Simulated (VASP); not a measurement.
# Li: single point with PBE

Li:

```
Li
1.0
     1.46566    0.80379    7.56384
    -1.63533    0.83480    7.59485
    -0.05798   -1.86624    7.60620
Li
3
Direct
  0.00000 0.00000 0.00000
  0.22200 0.22200 0.22200
  0.77800 0.77800 0.77800
```

This cell differs from its parent crystal: equal xy, yz and zx shear strains of -2 %.

| Item | Value |
| --- | --- |
| Program | VASP 6.6.1 |
| Task | single point |
| Functional | PBE |
| Potentials or basis | VASP PAW PBE potentials, release 64 (Li_sv) |
| Cutoff | 520 eV |
| k mesh | 12 × 12 × 12 |
| Occupations | fermi-dirac, width 0.05 eV |
| Spin | no spin polarisation |
| Dipole correction | no |
| Further INCAR settings | ALGO = Normal; EDIFF = 1e-06; NBANDS = 12 |

```json
{
 "Largest force": "0.012 eV/Å",
 "Band gap on the k mesh": "zero (an odd number of electrons rules out a gap without spin polarisation)"
}
```

Forces on the atoms (eV/Å):
```
Li   0.000  0.000  0.000
Li  -0.009  0.001  0.009
Li   0.009 -0.001 -0.009
```

Levels at points of the mesh, in eV from the Fermi level:
| k point | band 2 | band 3 | band 4 | band 5 | band 6 | band 7 | band 8 | band 9 |
| --- | --- | --- | --- | --- | --- | --- | --- | --- |
| (0.00, 0.00, 0.00) | -46.56 | -46.56 | -3.49 | -1.55 | -1.55 | 5.55 | 5.58 | 12.30 |
| (0.50, 0.00, 0.00) | -46.55 | -46.55 | 0.06 | 0.94 | 1.00 | 3.58 | 4.02 | 4.64 |
| (0.00, 0.50, 0.00) | -46.55 | -46.55 | -0.10 | 0.74 | 1.02 | 3.60 | 3.64 | 4.26 |
| (0.50, 0.50, 0.00) | -46.55 | -46.55 | 0.29 | 0.30 | 1.18 | 3.04 | 4.45 | 5.51 |
| (0.00, 0.00, 0.50) | -46.55 | -46.55 | -0.05 | 0.79 | 1.14 | 3.65 | 3.75 | 4.26 |
| (0.50, 0.00, 0.50) | -46.55 | -46.55 | 0.21 | 0.27 | 1.09 | 3.01 | 4.28 | 5.37 |
| (0.00, 0.50, 0.50) | -46.55 | -46.55 | 0.27 | 0.46 | 1.21 | 3.34 | 4.25 | 5.33 |
| (0.50, 0.50, 0.50) | -46.57 | -46.56 | -3.00 | -3.00 | 0.03 | 2.83 | 10.26 | 10.31 |

Wall time 75 min on 1 thread of Intel Xeon 8259CL (shared host), peak memory 0.82 GiB.

Caveat: the cell differs from its parent crystal (equal xy, yz and zx shear strains of -2 %).
